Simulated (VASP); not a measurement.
# Sb (Im-3m) in VASP: notebook, part 2 of 3

VASP 6.6.1.

## 3. Single point, PBE

INCAR reads:

```
SYSTEM = Sb
ALGO = Normal
EDIFF = 1E-6
ENCUT = 520
GGA = PE
ISIF = 2
ISMEAR = -1
LASPH = .TRUE.
LCHARG = .TRUE.
LELF = .TRUE.
LREAL = .FALSE.
LVHAR = .TRUE.
LWAVE = .FALSE.
NBANDS = 8
NELM = 60
PREC = Accurate
SIGMA = 0.08
```

KPOINTS reads:

```
k-points
0
G
  17 17 17
  0 0 0
```

POSCAR reads:

```
Sb
1.0
   -1.5967316708      1.5967316708      1.5967316708
    1.5967316708     -1.5967316708      1.5967316708
    1.5967316708      1.5967316708     -1.5967316708
Sb
1
Direct
    0.0000000000      0.0000000000      0.0000000000
```

Potentials or basis: VASP PAW PBE potentials, release 64 (Sb).

On the command line:

```bash
$ cat potpaw_PBE.64/Sb/POTCAR > POTCAR
$ mpirun -np 1 vasp_std > vasp.out
```

OUTCAR:

```text
SYSTEM = Sb
   EDIFF = 1E-6
   ENCUT = 520
   GGA = PE
   ISIF = 2
   ISMEAR = -1
   LASPH = .TRUE.
   LREAL = .FALSE.
   NELM = 60
   PREC = Accurate

 ion  position               nearest neighbor table
   1  0.000  0.000  0.000-

  LATTYP: Found a body centered cubic cell.
 ALAT       =     3.1934633416

  Lattice vectors:

 A1 = (  -1.5967316708,   1.5967316708,   1.5967316708)
 A2 = (   1.5967316708,  -1.5967316708,   1.5967316708)
 A3 = (   1.5967316708,   1.5967316708,  -1.5967316708)

Analysis of symmetry for initial positions (statically):
=====================================================================
 Subroutine PRICEL returns:
 Original cell was already a primitive cell.

 Routine SETGRP: Setting up the symmetry group for a
 body centered cubic supercell.

 Subroutine GETGRP returns: Found 48 space group operations
 (whereof 48 operations were pure point group operations)
 out of a pool of 48 trial point group operations.

The static configuration has the point symmetry O_h .

Analysis of symmetry for dynamics (positions and initial velocities):
=====================================================================
 Subroutine PRICEL returns:
 Original cell was already a primitive cell.

 Routine SETGRP: Setting up the symmetry group for a
 body centered cubic supercell.

 Subroutine GETGRP returns: Found 48 space group operations
 (whereof 48 operations were pure point group operations)
 out of a pool of 48 trial point group operations.

The dynamic configuration has the point symmetry O_h .

 Subroutine INISYM returns: Found 48 space group operations
 (whereof 48 operations are pure point group operations),
 and found     1 'primitive' translations

----------------------------------------------------------------------------------------

                                     Primitive cell

  volume of cell :      16.2838

  direct lattice vectors                    reciprocal lattice vectors
    -1.596731671  1.596731671  1.596731671     0.000000000  0.313139652  0.313139652
     1.596731671 -1.596731671  1.596731671     0.313139652  0.000000000  0.313139652
     1.596731671  1.596731671 -1.596731671     0.313139652  0.313139652  0.000000000

  length of vectors
     2.765620380  2.765620380  2.765620380     0.442846343  0.442846343  0.442846343

  position of ions in fractional coordinates (direct lattice)
     0.000000000  0.000000000  0.000000000

  ion indices of the primitive-cell ions
   primitive index   ion index
                 1           1

----------------------------------------------------------------------------------------

 KPOINTS: k-points

Automatic generation of k-mesh.
 Grid dimensions read from file:
 generate k-points for:   17   17   17

 Generating k-lattice:

  Cartesian coordinates                     Fractional coordinates (reciprocal lattice)
     0.000000000  0.018419980  0.018419980     0.058823529  0.000000000  0.000000000
     0.018419980  0.000000000  0.018419980     0.000000000  0.058823529  0.000000000
     0.018419980  0.018419980  0.000000000     0.000000000  0.000000000  0.058823529

  Length of vectors
     0.026049785  0.026049785  0.026049785

  Shift w.r.t. Gamma in fractional coordinates (k-lattice)
     0.000000000  0.000000000  0.000000000

 Subroutine IBZKPT returns following result:
 ===========================================

 Found    165 irreducible k-points:

 Following reciprocal coordinates:
            Coordinates               Weight
  0.000000  0.000000  0.000000      1.000000
  0.058824  0.000000  0.000000     12.000000
  0.117647  0.000000  0.000000     12.000000
  0.176471  0.000000  0.000000     12.000000
  0.235294  0.000000  0.000000     12.000000
  0.294118  0.000000  0.000000     12.000000
[... 16 lines left out ...]
  0.411765  0.117647  0.000000     48.000000
  0.176471  0.176471  0.000000     24.000000
 [... further k-points ...]
   k-points           NKPTS =    165   k-points in BZ     NKDIM =    165   number of bands    NBANDS=      8
   number of dos      NEDOS =    301   number of ions     NIONS =      1
   total plane-waves  NPLWV =  13824
   dimension x,y,z NGX =    24 NGY =   24 NGZ =   24
   dimension x,y,z NGXF=    48 NGYF=   48 NGZF=   48
   ions per type =               1
   NGX,Y,Z   is equivalent  to a cutoff of  14.43, 14.43, 14.43 a.u.
   NGXF,Y,Z  is equivalent  to a cutoff of  28.85, 28.85, 28.85 a.u.
 SYSTEM =  Sb
   PREC   = accura    normal or accurate (medium, high low for compatibility)
   ISTART =      0    job   : 0-new  1-cont  2-samecut
   ICHARG =      2    charge: 1-file 2-atom 10-const
   ISPIN  =      1    spin polarized calculation?
   LNONCOLLINEAR =      F non collinear calculations
   LSORBIT =      F    spin-orbit coupling
   LASPH  =      T    aspherical Exc in radial PAW
   ENCUT  =  520.0 eV  38.22 Ry    6.18 a.u.   5.14  5.14  5.14*2*pi/ulx,y,z
   NELM   =     60;   NELMIN=  2; NELMDL= -5     # of ELM steps
   EDIFF  = 0.1E-05   stopping-criterion for ELM
   LREAL  =      F    real-space projection
   EDIFFG = 0.1E-04   stopping-criterion for IOM
   NSW    =      0    number of steps for IOM
   IBRION =     -1    ionic relax: 0-MD 1-quasi-New 2-CG
   NFREE  =      0    steps in history (QN), initial steepest desc. (CG)
   ISIF   =      2    stress and relaxation
   ISYM   =      2    0-nonsym 1-usesym 2-fastsym
   POTIM  = 0.5000    time-step for ionic-motion
   TEBEG  =    0.0;   TEEND  =   0.0 temperature during run
   PSTRESS=    0.0 pullay stress
   NELECT =       5.0000    total number of electrons
   NUPDOWN=      -1.0000    fix difference up-down
   EMIN   =  10.00;   EMAX   =-10.00  energy-range for DOS
   EFERMI =   0.00;   METHOD = LEGACY
   ISMEAR =    -1;   SIGMA  =   0.08  broadening in eV -4-tet -1-fermi 0-gaus
   EFERMI_NEDOS =   21; number of points for ismear=-14 and -15
   IALGO  =     38    algorithm
   IMIX   =      4    mixing-type and parameters
     AMIX     =   0.40;   BMIX     =  1.00
     AMIX_MAG =   1.60;   BMIX_MAG =  1.00
  volume/ion in A,a.u.               =      16.28       109.89
  Fermi-wavevector in a.u.,A,eV,Ry     =   1.104450  2.087109 16.596533  1.219811
  Thomas-Fermi vector in A             =   2.240923
   LORBIT       =      0    0 simple, 1 ext, 2 COOP (PROOUT), +10 PAW based schemes
   GGA     = PE    functional components
   LHFCALC =     F    Hartree Fock is set to
   AEXX    =    0.0000 exact exchange contribution
   IVDW    =     0    specifies the selected vdW correction
   LEPSILON=     F    determine dielectric tensor
   LRPA    =     F    only Hartree local field effects (RPA)
 non-spin polarized calculation
  energy-cutoff  :      520.00
  volume of cell :       16.28
 maximum number of plane-waves:       456
 NGX is ok and might be reduce to    24
   NGX = 11   NGY = 11   NGZ = 11

 number of electron       5.0000000 magnetization

 Free energy of the ion-electron system (eV)
  ---------------------------------------------------
  ext. energy  EPLUGINS =         0.00000000
  ---------------------------------------------------
  free energy    TOTEN  =        -1.78273369 eV

  energy without entropy =       -1.77501912  energy(sigma->0) =       -1.77887641

 E-fermi :  16.9038     XC(G=0): -12.5806

 val. band max:       16.9000723211   @ k =  -0.3529   0.3529   0.3529
 cond. band min:      16.9124669674   @ k =  -0.4118   0.4706   0.1176
 fundamental gap:      0.0123946463
 Fermi energy:        16.9037851420

 k-point     1 :       0.0000    0.0000    0.0000
  band No.  band energies     occupation
      1      -1.2715      2.00000
      2      27.5377      0.00000
      3      27.5377      0.00000
      4      27.5377      0.00000
      5      28.4649      0.00000
      6      28.4649      0.00000
      7      28.4649      0.00000
      8      29.5082      0.00000

 k-point     2 :       0.0588    0.0000    0.0000
  band No.  band energies     occupation
      1      -1.1598      2.00000
      2      25.9897      0.00000
      3      26.6995      0.00000
      4      27.1289      0.00000
      5      27.8258      0.00000
      6      27.9080      0.00000
      7      28.3913      0.00000
      8      30.2325      0.00000
[... 221 lines left out ...]
 k-point    23 :       0.4118    0.1176    0.0000
  band No.  band energies     occupation
      1       6.2684      2.00000
      2       8.3278      2.00000
      3      17.3799      0.00519
      4      20.6988      0.00000
      5      25.7874      0.00000
      6      28.4061      0.00000
      7      32.1077      0.00000
      8      33.6540      0.00000

 k-point    24 :       0.1765    0.1765    0.0000
  band No.  band energies     occupation
      1       1.7683      2.00000
      2      16.4184      1.99538
      3      17.5998      0.00033
      4      22.0130      0.00000
      5      27.3807      0.00000
      6      27.9147      0.00000
      7      31.2449      0.00000
      8      32.2313      0.00000

 [... further k-points ...]
[... 5 lines left out ...]
  --------------------------------------------------------------------------------------
  -------------------------------------------------------------------------------------
  Total       10.3266364     10.3266364     10.3266364     -0.0000000      0.0000000      0.0000000
  in kB     1016.0466756   1016.0466756   1016.0466756     -0.0000000      0.0000000      0.0000000
  external PRESSURE =    1016.0466756 kB  Pullay stress =       0.0000000 kB

 VOLUME and BASIS-vectors are now :
 -----------------------------------------------------------------------------
  energy-cutoff  :      520.00
  volume of cell :       16.28
      direct lattice vectors                 reciprocal lattice vectors
    -1.596731671  1.596731671  1.596731671     0.000000000  0.313139652  0.313139652
     1.596731671 -1.596731671  1.596731671     0.313139652  0.000000000  0.313139652
     1.596731671  1.596731671 -1.596731671     0.313139652  0.313139652  0.000000000

 POSITION                                       TOTAL-FORCE (eV/Angst)
 -----------------------------------------------------------------------------------
      0.00000      0.00000      0.00000         0.000000      0.000000     -0.000000
 -----------------------------------------------------------------------------------
    total drift:                                0.000000     -0.000000     -0.000000

  FREE ENERGIE OF THE ION-ELECTRON SYSTEM (eV)
  ---------------------------------------------------
  free  energy   TOTEN  =        -1.7827336925 eV

  energy  without entropy=       -1.7750191245  energy(sigma->0) =       -1.77887641
```

stdout:

```text
POSCAR found type information on POSCAR Sb
 POSCAR found :  1 types and       1 ions
 scaLAPACK will be used
 LDA part: xc-table for (Slater+PW92), standard interpolation
 POSCAR, INCAR and KPOINTS ok, starting setup
 FFT: planning ... GRIDC
 FFT: planning ... GRID_SOFT
 FFT: planning ... GRID
 WAVECAR not read
 entering main loop
```

Wall time 12 s (1 thread of Intel Xeon Platinum 8488C (Sapphire Rapids), shared host); peak memory 0.15 GiB.

What came out:

- Free energy: -1.7827 eV
- Pressure: 101.6 GPa

Levels at points of the mesh, in eV from the Fermi level:
| k point | band 1 | band 2 | band 3 | band 4 | band 5 | band 6 |
| --- | --- | --- | --- | --- | --- | --- |
| (0.00, 0.00, 0.00) | -18.18 | 10.63 | 10.63 | 10.63 | 11.56 | 11.56 |

Caveat: spin-orbit coupling is left out, which moves the levels of the heavy elements.

## 4. Relaxation of cell and atoms, PBE, target pressure 100 GPa, at which the enthalpy is minimised

This run uses another cell than the first one, of 16.21 Å³/atom, 0.995 times its volume.

INCAR reads:

```
SYSTEM = Sb
PREC = Accurate
ENCUT = 600
EDIFF = 1E-7
ISMEAR = -1
SIGMA = 0.08
LREAL = .False.
LASPH = .True.
NELM = 100
ALGO = Normal
ISIF = 3
LWAVE = .False.
LCHARG = .False.
GGA = PE
IBRION = 2
NSW = 60
EDIFFG = -0.005
PSTRESS = 1000.0
```

KPOINTS reads:

```
Automatic mesh
0
Gamma
  17 17 17
  0 0 0
```

POSCAR reads:

```
Sb
1.0
   -1.5942693676      1.5942693676      1.5942693676
    1.5942693676     -1.5942693676      1.5942693676
    1.5942693676      1.5942693676     -1.5942693676
Sb
1
Direct
    0.0000000000      0.0000000000      0.0000000000
```

Potentials or basis: VASP PAW PBE potentials, release 64 (Sb).

On the command line:

```bash
$ cat potpaw_PBE.64/Sb/POTCAR > POTCAR
$ mpirun -np 1 vasp_std > vasp.out
```

OUTCAR:

```text
SYSTEM = Sb
   PREC = Accurate
   ENCUT = 600
   EDIFF = 1E-7
   ISMEAR = -1
   LREAL = .False.
   LASPH = .True.
   NELM = 100
   ISIF = 3
   GGA = PE
   IBRION = 2
   NSW = 60
   EDIFFG = -0.005
   PSTRESS = 1000.0

 ion  position               nearest neighbor table
   1  0.000  0.000  0.000-

  LATTYP: Found a body centered cubic cell.
 ALAT       =     3.1885387352

  Lattice vectors:

 A1 = (  -1.5942693676,   1.5942693676,   1.5942693676)
 A2 = (   1.5942693676,  -1.5942693676,   1.5942693676)
 A3 = (   1.5942693676,   1.5942693676,  -1.5942693676)

Analysis of symmetry for initial positions (statically):
=====================================================================
 Subroutine PRICEL returns:
 Original cell was already a primitive cell.

 Routine SETGRP: Setting up the symmetry group for a
 body centered cubic supercell.

 Subroutine GETGRP returns: Found 48 space group operations
 (whereof 48 operations were pure point group operations)
 out of a pool of 48 trial point group operations.

The static configuration has the point symmetry O_h .

[... 160 lines left out ...]

------------------------ aborting loop because EDIFF is reached ----------------------------------------

  FORCE on cell =-STRESS in cart. coord.  units (eV):
  Direction    XX          YY          ZZ          XY          YZ          ZX
  --------------------------------------------------------------------------------------
  -------------------------------------------------------------------------------------
  Total       10.4875133     10.4875133     10.4875133     -0.0000000      0.0000000      0.0000000
  in kB     1036.6639820   1036.6639820   1036.6639820     -0.0000000      0.0000000      0.0000000
  external PRESSURE =      36.6639820 kB  Pullay stress =    1000.0000000 kB
[... 98 lines left out ...]
--------------------------------------- Ionic step        4  -------------------------------------------

 number of electron       5.0000000 magnetization

 Free energy of the ion-electron system (eV)
  ---------------------------------------------------
  ext. energy  EPLUGINS =         0.00000000
  ---------------------------------------------------
  free energy    TOTEN  =        -1.82028378 eV

  energy without entropy =       -1.81247475  energy(sigma->0) =       -1.81637927

 E-fermi :  16.8262     XC(G=0): -12.5625

 val. band max:       16.8154584647   @ k =  -0.2353   0.2941   0.1176
 cond. band min:      16.8367588491   @ k =  -0.4118   0.4706   0.1176
 fundamental gap:      0.0213003844
 Fermi energy:        16.8262253882

 k-point     1 :       0.0000    0.0000    0.0000
  band No.  band energies     occupation
      1      -1.2988      2.00000
      2      27.4135      0.00000
      3      27.4135      0.00000
      4      27.4135      0.00000
      5      28.3959      0.00000
      6      28.3959      0.00000
[... 199 lines left out ...]
 k-point    24 :       0.1765    0.1765    0.0000
  band No.  band energies     occupation
      1       1.7319      2.00000
      2      16.3356      1.99567
      3      17.5270      0.00031
      4      21.9264      0.00000
      5      27.2981      0.00000
      6      27.8140      0.00000

 [... further k-points ...]
[... 5 lines left out ...]
  --------------------------------------------------------------------------------------
  -------------------------------------------------------------------------------------
  Total       10.2002242     10.2002242     10.2002242      0.0000000     -0.0000000      0.0000000
  in kB      999.9552308    999.9552308    999.9552308      0.0000000     -0.0000000      0.0000000
  external PRESSURE =      -0.0447692 kB  Pullay stress =    1000.0000000 kB
[... 20 lines left out ...]
  energy  without entropy=       -1.8124747530  energy(sigma->0) =       -1.81637927

  enthalpy is  TOTEN    =         8.3803970506 eV   P V=       10.2006808317

 reached required accuracy - stopping structural energy minimisation
```

It took 21 s on 1 thread of Intel Xeon 6975P-C (Granite Rapids), shared host; peak memory 0.15 GiB.

What came out:

| Property | Result |
| --- | --- |
| Free energy | -1.8203 eV |
| Relaxed volume | 16.34 Å³/atom |
| Relaxed cell | a = 2.769 Å, b = 2.769 Å, c = 2.769 Å, α = 109.47°, β = 109.47°, γ = 109.47° |
| Space group after relaxing (to 0.05 Å) | Im-3m (No. 229) |
| Energy change on relaxing (the enthalpy is what falls) | -85.6 meV/atom |
| Ionic steps | 4 |
| Pressure after relaxing | 100.0 GPa |

Step by step:
```
step  energy change (eV)  largest force (eV/Å)  pressure (GPa)  volume (Å³)
   1              0.0000                0.0000          103.67        16.21
   2             -0.5106                0.0000           82.00        17.09
   3             -0.0873                0.0000           99.93        16.35
   4             -0.0856                0.0000          100.00        16.34
```

Final structure:
```xyz
1
Lattice="-1.5987 1.5987 1.5987 1.5987 -1.5987 1.5987 1.5987 1.5987 -1.5987" Properties=species:S:1:pos:R:3 pbc="T T T"
Sb    0.0000    0.0000    0.0000
```

Caveat: the cell is relaxed towards a set pressure, so the enthalpy falls and the energy may rise; spin-orbit coupling is left out, which moves the levels of the heavy elements.

[end of part 2 of 3]
